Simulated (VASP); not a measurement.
# Ti9O in VASP: further runs

Runs on Ti9O. Level: PBE. Tasks: single point.

All numbers are computed with VASP 6.6.1; they aren't measurements. Logs are shortened: lines on timing, memory, paths and dates and some standing lists are left out, and cuts for length are marked.

### 1 The cell of the first run

The cell holds a slab with vacuum, 10 atoms: a = 2.832 Å, b = 7.932 Å, c = 19.927 Å, α = 90.00°, β = 90.00°, γ = 90.00°.

### 2 Single point, PBE

The input, INCAR:

```
SYSTEM = Ti9O
PREC = Accurate ; ENCUT = 520
EDIFF = 1E-7 ; ISMEAR = 0
SIGMA = 0.1 ; LREAL = .FALSE.
LASPH = .TRUE. ; NELM = 60
ALGO = Normal ; ISIF = 2
LWAVE = .FALSE. ; LCHARG = .FALSE.
LDIPOL = .TRUE. ; IDIPOL = 3
DIPOL = 0.5 0.5 0.327 ; GGA = PE
NBANDS = 68
```

The input, KPOINTS:

```
Automatic mesh
0
G
  9 4 1
  0 0 0
```

The input, POSCAR:

```
Ti9O
1.0
    2.8319727881      0.0000000000      0.0000000000
    0.0000000000      7.9316622551      0.0000000000
    0.0000000000      0.0000000000     19.9268841162
Ti O
9 1
Direct
    0.0000000000      0.5000000000      0.2007338416
    0.5000000000      0.1666666667      0.2007338416
    0.5000000000      0.8333333333      0.2007338416
    0.0000000000      0.0000000000      0.3122110455
    0.5000000000      0.6684928875      0.3108725352
    0.5000000000      0.3315071125      0.3108725352
    0.0000000000      0.5000000000      0.4177589340
    0.5000000000      0.1666364294      0.4228902054
    0.5000000000      0.8333635706      0.4228902054
    0.8333333333      0.9999697627      0.4695665357
```

Potentials or basis: VASP PAW PBE potentials, release 64 (Ti_sv, O).

On the command line:

```bash
cat potpaw_PBE.64/Ti_sv/POTCAR potpaw_PBE.64/O/POTCAR > POTCAR
mpirun -np 1 vasp_std > vasp.out
```

OUTCAR:

```text
SYSTEM = Ti9O
   PREC = Accurate
   ENCUT = 520
   EDIFF = 1E-7
   ISMEAR = 0
   LREAL = .FALSE.
   LASPH = .TRUE.
   NELM = 60
   ISIF = 2
   GGA = PE

 ion  position               nearest neighbor table
   1  0.000  0.500  0.201-
   2  0.500  0.167  0.201-   6 2.55   3 2.64
   3  0.500  0.833  0.201-   5 2.55   2 2.64
   4  0.000  0.000  0.312-
   5  0.500  0.668  0.311-   3 2.55   9 2.59   6 2.67   7 2.89   7 2.89
   6  0.500  0.332  0.311-   2 2.55   8 2.59   5 2.67   7 2.89   7 2.89
   7  0.000  0.500  0.418-   5 2.89   6 2.89   5 2.89   6 2.89
   8  0.500  0.167  0.423-  10 1.87   6 2.59   9 2.64
   9  0.500  0.833  0.423-  10 1.87   5 2.59   8 2.64
  10  0.833  1.000  0.470-   9 1.87   8 1.87

  LATTYP: Found a simple orthorhombic cell.
 ALAT       =     2.8319727881
 B/A-ratio  =     2.8007551091
 C/A-ratio  =     7.0363967479

  Lattice vectors:

 A1 = (   2.8319727881,   0.0000000000,   0.0000000000)
 A2 = (   0.0000000000,   7.9316622551,   0.0000000000)
 A3 = (   0.0000000000,   0.0000000000,  19.9268841162)

Analysis of symmetry for initial positions (statically):
=====================================================================
 Subroutine PRICEL returns:
 Original cell was already a primitive cell.

 Routine SETGRP: Setting up the symmetry group for a
 simple orthorhombic supercell.

 Subroutine GETGRP returns: Found  1 space group operations
 (whereof  1 operations were pure point group operations)
 out of a pool of  8 trial point group operations.

The static configuration has the point symmetry C_1 .

Analysis of symmetry for dynamics (positions and initial velocities):
=====================================================================
 Subroutine PRICEL returns:
 Original cell was already a primitive cell.

 Routine SETGRP: Setting up the symmetry group for a
 simple orthorhombic supercell.

 Subroutine GETGRP returns: Found  1 space group operations
 (whereof  1 operations were pure point group operations)
 out of a pool of  8 trial point group operations.

The dynamic configuration has the point symmetry C_1 .

 Subroutine INISYM returns: Found  1 space group operations
 (whereof  1 operations are pure point group operations),
 and found     1 'primitive' translations

[... 115 lines left out ...]
   NELECT =     114.0000    total number of electrons
   NUPDOWN=      -1.0000    fix difference up-down
   EMIN   =  10.00;   EMAX   =-10.00  energy-range for DOS
   EFERMI =   0.00;   METHOD = LEGACY
   ISMEAR =     0;   SIGMA  =   0.10  broadening in eV -4-tet -1-fermi 0-gaus
   EFERMI_NEDOS =   21; number of points for ismear=-14 and -15
   IALGO  =     38    algorithm
   IMIX   =      4    mixing-type and parameters
     AMIX     =   0.40;   BMIX     =  1.00
     AMIX_MAG =   1.60;   BMIX_MAG =  1.00
  volume/ion in A,a.u.               =      44.76       302.06
  Fermi-wavevector in a.u.,A,eV,Ry     =   1.037717  1.961001 14.651520  1.076856
  Thomas-Fermi vector in A             =   2.172168
   LORBIT       =      0    0 simple, 1 ext, 2 COOP (PROOUT), +10 PAW based schemes
   GGA     = PE    functional components
   LHFCALC =     F    Hartree Fock is set to
   AEXX    =    0.0000 exact exchange contribution
   IVDW    =     0    specifies the selected vdW correction
   LEPSILON=     F    determine dielectric tensor
   LRPA    =     F    only Hartree local field effects (RPA)
 non-spin polarized calculation
 Gauss-broadening in eV      SIGMA  =   0.10
  energy-cutoff  :      520.00
  volume of cell :      447.60
 maximum number of plane-waves:     12087
 NGX is ok and might be reduce to    24
   NGX = 11   NGY = 29   NGZ = 75

 dipolmoment           0.000000      0.000000      0.000588 electrons x Angstroem

 number of electron     113.9999964 magnetization

 dipolmoment           0.000000      0.000000     -0.002249 electrons x Angstroem

 Free energy of the ion-electron system (eV)
  ---------------------------------------------------
  ext. energy  EPLUGINS =         0.00000000
  ---------------------------------------------------
  free energy    TOTEN  =       -74.46349103 eV

  energy without entropy =      -74.38561573  energy(sigma->0) =      -74.42455338

 E-fermi :   0.3180     XC(G=0):  -5.0415

 val. band max:        0.3109054304   @ k =   0.4444   0.2500   0.0000
 cond. band min:       0.3187849400   @ k =   0.2222  -0.2500   0.0000
 fundamental gap:      0.0078795097
 Fermi energy:         0.3179591150

 k-point     1 :       0.0000    0.0000    0.0000
  band No.  band energies     occupation
      1     -56.6951      2.00000
      2     -56.6607      2.00000
      3     -56.5931      2.00000
      4     -56.5830      2.00000
      5     -56.4362      2.00000
      6     -56.3729      2.00000
[... 1338 lines left out ...]
     67       1.5548      0.00000
     68       1.6186      0.00000

------------------------ aborting loop because EDIFF is reached ----------------------------------------

 vacuum level on the upper side and lower side of the slab       (xc-potential included)        -0.120        -0.132

  FORCE on cell =-STRESS in cart. coord.  units (eV):
  Direction    XX          YY          ZZ          XY          YZ          ZX
  --------------------------------------------------------------------------------------
  -------------------------------------------------------------------------------------
  Total       -4.1828270      2.8791240      2.4686144      0.0018159      0.0017349      1.0464954
  in kB      -14.9722752     10.3057183      8.8363143      0.0064999      0.0062100      3.7458919
  external PRESSURE =       1.3899191 kB  Pullay stress =       0.0000000 kB

 VOLUME and BASIS-vectors are now :
 -----------------------------------------------------------------------------
  energy-cutoff  :      520.00
  volume of cell :      447.60
      direct lattice vectors                 reciprocal lattice vectors
     2.831972788  0.000000000  0.000000000     0.353110738  0.000000000  0.000000000
     0.000000000  7.931662255  0.000000000     0.000000000  0.126076977  0.000000000
     0.000000000  0.000000000 19.926884116     0.000000000  0.000000000  0.050183460

 POSITION                                       TOTAL-FORCE (eV/Angst)
 -----------------------------------------------------------------------------------
      0.00000      3.96583      4.00000        -0.015705      0.000021      0.183013
      1.41599      1.32194      4.00000         0.003307      0.013128      0.015913
      1.41599      6.60972      4.00000         0.003295     -0.013178      0.015903
      0.00000      0.00000      6.22139         0.117008      0.000195     -0.984211
      1.41599      5.30226      6.19472         0.036296     -0.088325     -0.285048
      1.41599      2.62940      6.19472         0.036258      0.088351     -0.284934
      0.00000      3.96583      8.32463        -0.196945     -0.000299     -0.002254
      1.41599      1.32170      8.42688        -0.746912      1.130544      0.642973
      1.41599      6.60996      8.42688        -0.748844     -1.132640      0.642114
      2.35998      7.93142      9.35700         1.512242      0.002204      0.056531
 -----------------------------------------------------------------------------------
    total drift:                                0.000036     -0.000016      0.000949

  FREE ENERGIE OF THE ION-ELECTRON SYSTEM (eV)
  ---------------------------------------------------
  free  energy   TOTEN  =       -74.4634910292 eV

  energy  without entropy=      -74.3856157310  energy(sigma->0) =      -74.42455338

 vacuum level on the upper side and lower side of the slab         4.563         4.554
```

Run time: 22 min. Hardware: 1 thread of Intel Xeon Platinum 8488C (Sapphire Rapids), shared host; peak memory 0.72 GiB.

What came out:

```
Free energy            : -74.4635 eV
Largest force          : 1.513 eV/Å
Band gap on the k mesh : zero (bands 57 and 58 overlap by 0.22 eV)
```

Forces on the atoms (eV/Å):
```
Ti  -0.016  0.000  0.183
Ti   0.003  0.013  0.016
Ti   0.003 -0.013  0.016
Ti   0.117  0.000 -0.984
Ti   0.036 -0.088 -0.285
Ti   0.036  0.088 -0.285
Ti  -0.197  0.000 -0.002
Ti  -0.747  1.131  0.643
Ti  -0.749 -1.133  0.642
O    1.512  0.002  0.057
```

### 3 Single point, PBE

The input, INCAR:

```
ALGO = Normal
DIPOL = 0.5 0.5 0.328
EDIFF = 1E-7
ENCUT = 520
GGA = PE
IDIPOL = 3
ISIF = 2
ISMEAR = 0
LASPH = T
LCHARG = T
LDIPOL = T
LELF = T
LREAL = F
LVACPOTAV = T
LVHAR = T
LWAVE = F
NBANDS = 68
NELM = 100
PREC = Accurate
SIGMA = 0.1
```

The input, KPOINTS:

```
k-points
0
Gamma
  9 4 1
```

POSCAR: that of step 2 with these lines changed.

```diff
@@ -17,2 +17,2 @@
     0.5000000000      0.8333635706      0.4228902054
-    0.8333333333      0.9999697627      0.4695665357
+    0.5000000000      0.3333030960      0.4775609425
```

Potentials or basis: VASP PAW PBE potentials, release 64 (Ti_sv, O).

On the command line:

```bash
cat potpaw_PBE.64/Ti_sv/POTCAR potpaw_PBE.64/O/POTCAR > POTCAR
mpirun -np 1 vasp_std > vasp.out
```

OUTCAR:

```text
EDIFF = 1E-7
   ENCUT = 520
   GGA = PE
   ISIF = 2
   ISMEAR = 0
   LASPH = T
   LREAL = F
   NELM = 100
   PREC = Accurate

 ion  position               nearest neighbor table
   1  0.000  0.500  0.201-
   2  0.500  0.167  0.201-   6 2.55   3 2.64
   3  0.500  0.833  0.201-   5 2.55   2 2.64
   4  0.000  0.000  0.312-
   5  0.500  0.668  0.311-   3 2.55   9 2.59   6 2.67   7 2.89   7 2.89
   6  0.500  0.332  0.311-   2 2.55   8 2.59   5 2.67   7 2.89   7 2.89
   7  0.000  0.500  0.418-  10 2.27  10 2.27   5 2.89   5 2.89   6 2.89   6 2.89
   8  0.500  0.167  0.423-  10 1.71   6 2.59   9 2.64
   9  0.500  0.833  0.423-   5 2.59   8 2.64
  10  0.500  0.333  0.478-   8 1.71   7 2.27   7 2.27

  LATTYP: Found a simple orthorhombic cell.
 ALAT       =     2.8319727881
 B/A-ratio  =     2.8007551091
 C/A-ratio  =     7.0363967479

  Lattice vectors:

 A1 = (   2.8319727881,   0.0000000000,   0.0000000000)
 A2 = (   0.0000000000,   7.9316622551,   0.0000000000)
 A3 = (   0.0000000000,   0.0000000000,  19.9268841162)

[... 194 lines left out ...]
      1     -56.9705      2.00000
      2     -56.8296      2.00000
      3     -56.6211      2.00000
      4     -56.5559      2.00000
      5     -56.5488      2.00000
      6     -56.4874      2.00000
[... 1054 lines left out ...]
     67       1.4039      0.00000
     68       1.5111      0.00000

------------------------ aborting loop because EDIFF is reached ----------------------------------------

  FORCE on cell =-STRESS in cart. coord.  units (eV):
  Direction    XX          YY          ZZ          XY          YZ          ZX
  --------------------------------------------------------------------------------------
  -------------------------------------------------------------------------------------
  Total       -3.4121915      1.1249522      2.0519653      0.0000000      3.8147879      0.0000000
  in kB      -12.2138139      4.0267249      7.3449341      0.0000000     13.6548927      0.0000000
  external PRESSURE =      -0.2807183 kB  Pullay stress =       0.0000000 kB

 VOLUME and BASIS-vectors are now :
 -----------------------------------------------------------------------------
  energy-cutoff  :      520.00
  volume of cell :      447.60
      direct lattice vectors                 reciprocal lattice vectors
     2.831972788  0.000000000  0.000000000     0.353110738  0.000000000  0.000000000
     0.000000000  7.931662255  0.000000000     0.000000000  0.126076977  0.000000000
     0.000000000  0.000000000 19.926884116     0.000000000  0.000000000  0.050183460

 POSITION                                       TOTAL-FORCE (eV/Angst)
 -----------------------------------------------------------------------------------
      0.00000      3.96583      4.00000         0.000000      0.024197      0.213137
      1.41599      1.32194      4.00000         0.000000     -0.003379      0.040261
      1.41599      6.60972      4.00000         0.000000     -0.027475     -0.129640
      0.00000      0.00000      6.22139         0.000000     -0.214881     -0.407716
      1.41599      5.30226      6.19472         0.000000     -0.115072     -0.031335
      1.41599      2.62940      6.19472         0.000000      0.152662     -0.785225
      0.00000      3.96583      8.32463         0.000000     -0.830688      1.602638
      1.41599      1.32170      8.42688         0.000000     -1.317182     -0.507588
      1.41599      6.60996      8.42688         0.000000     -0.707238     -0.103943
      1.41599      2.64365      9.51630         0.000000      3.039055      0.109410
 -----------------------------------------------------------------------------------
    total drift:                                0.000000     -0.000085      0.001419

  FREE ENERGIE OF THE ION-ELECTRON SYSTEM (eV)
  ---------------------------------------------------
  free  energy   TOTEN  =       -74.3501331452 eV

  energy  without entropy=      -74.2754297782  energy(sigma->0) =      -74.31278146

 vacuum level on the upper side and lower side of the slab         4.923         4.556
```

OSZICAR:

```text
N       E                     dE             d eps       ncg     rms          rms(c)
DAV:   1     0.149159730294E+04    0.14916E+04   -0.61687E+04  2392   0.169E+03
DAV:   2     0.146518491192E+03   -0.13451E+04   -0.13188E+04  2108   0.543E+02
DAV:   3    -0.477489651545E+02   -0.19427E+03   -0.18871E+03  3472   0.178E+02
[... 30 lines left out ...]
DAV:  34    -0.743501320788E+02   -0.13948E-05   -0.90109E-08  1384   0.126E-03    0.589E-04
DAV:  35    -0.743501325396E+02   -0.46085E-06   -0.38757E-08  1280   0.946E-04    0.519E-04
DAV:  36    -0.743501328460E+02   -0.30641E-06   -0.36402E-08  1320   0.699E-04    0.435E-04
DAV:  37    -0.743501330492E+02   -0.20317E-06   -0.23771E-08  1256   0.609E-04    0.295E-04
DAV:  38    -0.743501331452E+02   -0.96028E-07   -0.14546E-08  1208   0.432E-04
   1 F= -.74350133E+02 E0= -.74312781E+02  d E =-.747034E-01
```

It took 37 min on 1 thread of Oxide Virtual Turin-like, shared host; peak memory 0.63 GiB.

Results:

| Property | Result |
| --- | --- |
| Free energy | -74.3501 eV |
| Largest force | 3.041 eV/Å |
| Band gap on the k mesh | zero (bands 57 and 58 overlap by 0.33 eV) |

Forces on the atoms (eV/Å):
```
Ti   0.000  0.024  0.213
Ti   0.000 -0.003  0.040
Ti   0.000 -0.027 -0.130
Ti   0.000 -0.215 -0.408
Ti   0.000 -0.115 -0.031
Ti   0.000  0.153 -0.785
Ti   0.000 -0.831  1.603
Ti   0.000 -1.317 -0.508
Ti   0.000 -0.707 -0.104
O    0.000  3.039  0.109
```

### 4 Single point, PBE

The input, INCAR:

```
SYSTEM = Ti9O
PREC = Accurate
ENCUT = 520
EDIFF = 1E-7
ISMEAR = 0
SIGMA = 0.1
LREAL = .FALSE.
LASPH = .TRUE.
NELM = 60
ALGO = Normal
ISIF = 2
LWAVE = .FALSE.
LCHARG = .FALSE.
LDIPOL = .TRUE.
IDIPOL = 3
DIPOL = 0.5 0.5 0.328
GGA = PE
NBANDS = 68
```

The input, KPOINTS:

```
regular mesh
0
G
  9 4 1
  0 0 0
```

POSCAR: that of step 3 with these lines changed.

```diff
@@ -17,2 +17,2 @@
     0.5000000000      0.8333635706      0.4228902054
-    0.5000000000      0.3333030960      0.4775609425
+    1.0000000000      0.1666364294      0.4816472008
```

On the command line:

```bash
cat potpaw_PBE.64/Ti_sv/POTCAR potpaw_PBE.64/O/POTCAR > POTCAR
mpirun -np 1 vasp_std > vasp.out
```

It took 35 min on 1 thread of Oxide Virtual Turin-like, shared host; peak memory 0.63 GiB.

The run converged. Its results:

| Property | Result |
| --- | --- |
| Free energy | -74.2966 eV |
| Largest force | 1.167 eV/Å |
| Band gap on the k mesh | zero (bands 57 and 58 overlap by 0.22 eV) |

Forces in eV/Å, atoms in the order of the input:
```
Ti   0.000  0.021  0.199
Ti   0.000 -0.004 -0.115
Ti   0.000  0.015 -0.095
Ti   0.000 -0.305 -0.656
Ti   0.000 -0.057 -0.135
Ti   0.000  0.310 -0.263
Ti   0.000  0.273 -0.193
Ti   0.000 -0.021  1.166
Ti   0.000 -0.667 -0.003
O    0.000  0.433  0.096
```

Levels at points of the mesh, in eV from the Fermi level:
```csv
k point,band 54,band 55,band 56,band 57,band 58,band 59,band 60,band 61
"(0.00, 0.00, 0.00)",-0.41,-0.28,-0.23,-0.11,-0.07,0.00,0.20,0.35
"(0.00, 0.50, 0.00)",-0.37,-0.30,-0.17,0.06,0.08,0.20,0.28,0.41
```

### 5 Summary

```csv
cell,gap on the mesh (eV),largest force (eV/Å)
"as given, atomic positions A",none,1.51
"as given, atomic positions B",none,3.04
"as given, atomic positions C",none,1.17
```

Alike in all rows: task single point; level PBE; potentials or basis VASP PAW PBE potentials, release 64 (Ti_sv, O); no spin polarisation; k mesh 9 × 4 × 1; cutoff (eV) 520; smearing gaussian 0.1 eV.

Absolute energies hang on the potentials; compare differences alone.
